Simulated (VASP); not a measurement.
Here is a VASP 6.6.1 calculation.

The input POSCAR:

```
O
1.0
    1.7755910000      0.0000000000      0.0000000000
    0.0000000000      1.7755910000      0.0000000000
    0.0000000000      0.0000000000      3.0530510000
O
1
Direct
    0.0000000000      0.0000000000      0.0000000000
```

Contents of INCAR.step1:

```
ALGO = Normal ; EDIFF = 1E-4
ENCUT = 520 ; GGA = PE
ISMEAR = -1 ; LASPH = True
LCHARG = False ; LREAL = False
LWAVE = True ; NBANDS = 9
NELM = 100 ; PREC = Accurate
SIGMA = 0.1
```

The input INCAR.step2:

```
ALGO = Normal ; EDIFF = 1E-6
ENCUT = 520 ; ISIF = 2
ISMEAR = -1 ; ISTART = 1
LASPH = True ; LCHARG = True
LELF = True ; LMIXTAU = True
LREAL = False ; LVHAR = True
LWAVE = False ; METAGGA = R2SCAN
NBANDS = 9 ; NELM = 100
PREC = Accurate ; SIGMA = 0.1
```

KPOINTS

```
k-points
0
Gamma
  8 8 5
```

Potentials or basis: VASP PAW PBE potentials, release 64 (O).

Launch:

```sh
$ cat potpaw_PBE.64/O/POTCAR > POTCAR
$ cp INCAR.step1 INCAR
$ mpirun -np 1 vasp_std > vasp.out
$ cp INCAR.step2 INCAR
$ mpirun -np 1 vasp_std > vasp.out
```

(1) Estimate the band gap on the k mesh.

(2) Predict the pressure.

Results:

(1) zero (band 3 reaches 4.37 eV, above the bottom of band 4 at -0.53 eV).

(2) 0.8 GPa.

Caveat: the k points lie up to 0.44 Å⁻¹ apart; the PAW data sets were made with another functional, which shifts forces and pressure a little.
